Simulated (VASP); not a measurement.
# MgS: single point with r2SCAN

The system is MgS.

```xyz
2
Lattice="2.5809 2.5809 0.0000 -2.5809 2.5809 0.0000 0.0000 2.5809 2.5809" Properties=species:S:1:pos:R:3 pbc="T T T"
Mg    0.0000    0.0000    0.0000
S     0.0000    2.5809    0.0000
```

* Program: VASP 6.6.1
* Task: single point
* Functional: r2SCAN
* Potentials or basis: VASP PAW PBE potentials, release 64 (Mg, S)
* Cutoff: 520 eV
* k mesh: 8 × 8 × 8
* Occupations: gaussian, width 0.01 eV
* Spin: no spin polarisation

- Pressure: 1.5 GPa
- Band gap on the k mesh: 3.49 eV, indirect (least direct gap 4.82 eV)

Levels at points of the mesh, in eV from the valence-band top:
| k point | band 2 | band 3 | band 4 | band 5 | band 6 | band 7 |
| --- | --- | --- | --- | --- | --- | --- |
| (0.00, 0.00, 0.00) | 0.00 | 0.00 | 0.00 | 4.82 | 8.51 | 8.51 |
| (0.50, 0.00, 0.00) | -5.01 | -0.65 | -0.65 | 5.25 | 7.53 | 7.53 |
| (0.50, 0.50, 0.00) | -4.40 | -1.78 | -1.78 | 3.49 | 4.85 | 13.40 |

Wall time 32 s on 1 thread of Intel(R) Xeon(R) 6975P-C (Granite Rapids) (shared host), peak memory 0.16 GiB.

Caveat: the PAW data sets were made with another functional, which shifts forces and pressure a little. A k mesh can miss the band edges.
